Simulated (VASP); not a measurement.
# RbBr (Fm-3m) in VASP: a series of runs, part 2 of 2

VASP 6.6.1.

**4. Single point, r2SCAN**

This run uses another cell than the first one, of 40.66 Å³/atom, 1.043 times its volume.

POSCAR reads:

```
RbBr
1.0
    0.0000000000      3.4386668700      3.4386668700
    3.4386668700      0.0000000000      3.4386668700
    3.4386668700      3.4386668700      0.0000000000
Rb Br
1 1
Direct
    0.0000000000      0.0000000000      0.0000000000
    0.5000000000      0.5000000000      0.5000000000
```

INCAR.step1 reads:

```
PREC = Accurate ; ENCUT = 520
ISMEAR = -1 ; SIGMA = 0.02
LREAL = False ; LASPH = True
NELM = 80 ; NBANDS = 15
GGA = PE ; ALGO = Normal
EDIFF = 1E-4 ; LWAVE = True
LCHARG = False
```

INCAR.step2 reads:

```
PREC = Accurate ; ENCUT = 520
EDIFF = 1E-7 ; ISMEAR = -1
SIGMA = 0.02 ; LREAL = False
LASPH = True ; NELM = 80
ALGO = Normal ; ISIF = 2
LWAVE = False ; LCHARG = False
METAGGA = R2SCAN ; LMIXTAU = True
NBANDS = 15 ; ISTART = 1
```

KPOINTS reads:

```
regular mesh
0
Gamma
  8 8 8
```

Potentials or basis: VASP PAW PBE potentials, release 64 (Rb_sv, Br).

On the command line:

```console
$ cat potpaw_PBE.64/Rb_sv/POTCAR potpaw_PBE.64/Br/POTCAR > POTCAR
$ cp INCAR.step1 INCAR
$ mpirun -np 1 vasp_std > vasp.out
$ cp INCAR.step2 INCAR
$ mpirun -np 1 vasp_std > vasp.out
```

OUTCAR:

```text
PREC = Accurate
   ENCUT = 520
   EDIFF = 1E-7
   ISMEAR = -1
   LREAL = False
   LASPH = True
   NELM = 80
   ISIF = 2
   METAGGA = R2SCAN
   ISTART = 1

 ion  position               nearest neighbor table
   1  0.000  0.000  0.000-   2 3.44   2 3.44   2 3.44   2 3.44   2 3.44   2 3.44
   2  0.500  0.500  0.500-   1 3.44   1 3.44   1 3.44   1 3.44   1 3.44   1 3.44

  LATTYP: Found a face centered cubic cell.
 ALAT       =     6.8773337400

  Lattice vectors:
[... 616 lines left out ...]

 [... further k-points ...]

------------------------ aborting loop because EDIFF is reached ----------------------------------------

  FORCE on cell =-STRESS in cart. coord.  units (eV):
  Direction    XX          YY          ZZ          XY          YZ          ZX
  --------------------------------------------------------------------------------------
  -------------------------------------------------------------------------------------
  Total        0.1690342      0.1690342      0.1690342      0.0000000      0.0000000     -0.0000000
  in kB        3.3303111      3.3303111      3.3303111      0.0000000      0.0000000     -0.0000000
  external PRESSURE =       3.3303111 kB  Pullay stress =       0.0000000 kB

 VOLUME and BASIS-vectors are now :
 -----------------------------------------------------------------------------
  energy-cutoff  :      520.00
  volume of cell :       81.32
      direct lattice vectors                 reciprocal lattice vectors
     0.000000000  3.438666870  3.438666870    -0.145405187  0.145405187  0.145405187
     3.438666870  0.000000000  3.438666870     0.145405187 -0.145405187  0.145405187
     3.438666870  3.438666870  0.000000000     0.145405187  0.145405187 -0.145405187

 POSITION                                       TOTAL-FORCE (eV/Angst)
 -----------------------------------------------------------------------------------
      0.00000      0.00000      0.00000         0.000000     -0.000000      0.000000
      3.43867      3.43867      3.43867        -0.000000      0.000000      0.000000
 -----------------------------------------------------------------------------------
    total drift:                                0.000000      0.000000      0.000000

  FREE ENERGIE OF THE ION-ELECTRON SYSTEM (eV)
  ---------------------------------------------------
  free  energy   TOTEN  =       -31.1538085557 eV

  energy  without entropy=      -31.1538085557  energy(sigma->0) =      -31.15380856
```

OUTCAR.step1:

```text
PREC = Accurate
   ENCUT = 520
   ISMEAR = -1
   LREAL = False
   LASPH = True
[... 652 lines left out ...]
      0.00000      0.00000      0.00000         0.000000      0.000000     -0.000000
      3.43867      3.43867      3.43867         0.000000      0.000000      0.000000
 -----------------------------------------------------------------------------------
    total drift:                                0.000000      0.000000      0.000000

  FREE ENERGIE OF THE ION-ELECTRON SYSTEM (eV)
  ---------------------------------------------------
  free  energy   TOTEN  =        -6.1022168271 eV

  energy  without entropy=       -6.1022168271  energy(sigma->0) =       -6.10221683
```

OSZICAR.step1:

```text
N       E                     dE             d eps       ncg     rms          rms(c)
DAV:   1     0.833291605842E+02    0.83329E+02   -0.66658E+03   870   0.914E+02
DAV:   2    -0.218405304415E+00   -0.83548E+02   -0.76868E+02  1224   0.162E+02
DAV:   3    -0.615246867651E+01   -0.59341E+01   -0.59042E+01  1122   0.449E+01
DAV:   4    -0.632211622059E+01   -0.16965E+00   -0.16961E+00  1297   0.718E+00
DAV:   5    -0.632312119830E+01   -0.10050E-02   -0.10050E-02  1150   0.594E-01    0.286E+00
DAV:   6    -0.610620419567E+01    0.21692E+00   -0.26449E-01  1115   0.235E+00    0.189E+00
DAV:   7    -0.608954562245E+01    0.16659E-01   -0.12354E-01  1157   0.171E+00    0.956E-01
DAV:   8    -0.610138648655E+01   -0.11841E-01   -0.14455E-02   950   0.691E-01    0.108E-01
DAV:   9    -0.610177981360E+01   -0.39333E-03   -0.57885E-04  1186   0.125E-01    0.691E-02
DAV:  10    -0.610221639931E+01   -0.43659E-03   -0.57406E-04   926   0.131E-01    0.270E-02
DAV:  11    -0.610221682712E+01   -0.42780E-06   -0.25940E-05   827   0.287E-02
   1 F= -.61022168E+01 E0= -.61022168E+01  d E =-.115973E-10
```

Run time: 2.5 min. Hardware: 1 thread of Intel Xeon 6975P-C, shared host; peak memory 0.23 GiB.

Results:

| Property | Result |
| --- | --- |
| Free energy | -31.1538 eV |
| Pressure | 0.3 GPa |
| Band gap on the k mesh | 4.94 eV, direct |

Levels at points of the mesh, in eV from the valence-band top:
```tsv
k point	band 4	band 5	band 6	band 7	band 8	band 9	band 10	band 11	band 12	band 13
(0.00, 0.00, 0.00)	-8.70	-8.70	0.00	0.00	0.00	4.94	7.88	7.88	7.88	8.94
(0.50, 0.00, 0.00)	-8.71	-8.65	-0.95	-0.34	-0.34	7.26	8.24	10.19	10.19	10.82
(0.50, 0.50, 0.00)	-8.77	-8.77	-0.48	-0.16	-0.16	6.07	7.91	9.67	10.03	10.31
```

Caveat: the PAW data sets were made with another functional, which shifts forces and pressure a little.

**5. Summary**

```tsv
cell	gap on the mesh (eV)	pressure (GPa)
a = 4.796 Å, angles 60.0°, 2 atoms	5.06	1.1
a = 4.830 Å, angles 60.0°, 2 atoms	5.00	0.7
a = 4.863 Å, angles 60.0°, 2 atoms	4.94	0.3
```

Alike in all rows: task single point; level r2SCAN; potentials or basis VASP PAW PBE potentials, release 64 (Rb_sv, Br); no spin polarisation; k mesh 8 × 8 × 8; cutoff (eV) 520; smearing fermi-dirac 0.02 eV.

Caveats: the PAW data sets were made with another functional, which shifts forces and pressure a little.

Total energies depend on the potentials used, so only differences within one code and one set of settings carry meaning.
